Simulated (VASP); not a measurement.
A run of VASP 6.6.1:

The input INCAR:

```
SYSTEM = Ga
  ALGO = Normal
  EDIFF = 1E-7
  ENCUT = 520
  GGA = PS
  ISIF = 2
  ISMEAR = -1
  LASPH = .TRUE.
  LCHARG = .TRUE.
  LELF = .TRUE.
  LREAL = .FALSE.
  LVHAR = .TRUE.
  LWAVE = .FALSE.
  NBANDS = 34
  NELM = 80
  PREC = Accurate
  SIGMA = 0.05
```

The input KPOINTS:

```
k-points
0
G
  6 6 5
  0 0 0
```

Contents of POSCAR:

```
Ga
1.0
    2.2434652086     -3.7999528992      0.0000000000
    2.2434652086      3.7999528992      0.0000000000
    0.0000000000      0.0000000000      4.4879224426
Ga
4
Direct
    0.8441413680      0.1558586320      0.0818639580
    0.6558586320      0.3441413680      0.5818639580
    0.1558586320      0.8441413680      0.9181360420
    0.3441413680      0.6558586320      0.4181360420
```

Potentials or basis: VASP PAW PBE potentials, release 64 (Ga_d).

Command:

```console
$ cat potpaw_PBE.64/Ga_d/POTCAR > POTCAR
$ mpirun -np 1 vasp_std > vasp.out
```

Hardware: 1 thread of Intel(R) Xeon(R) 6975P-C (Granite Rapids), on a shared host.

**Question.** How long does it take, and how much memory?

**Answer.** Wall time 39 s on 1 thread of Intel(R) Xeon(R) 6975P-C (Granite Rapids), with other jobs on the host, peak memory 0.23 GiB. Counts: scf iterations 14, k points 39.
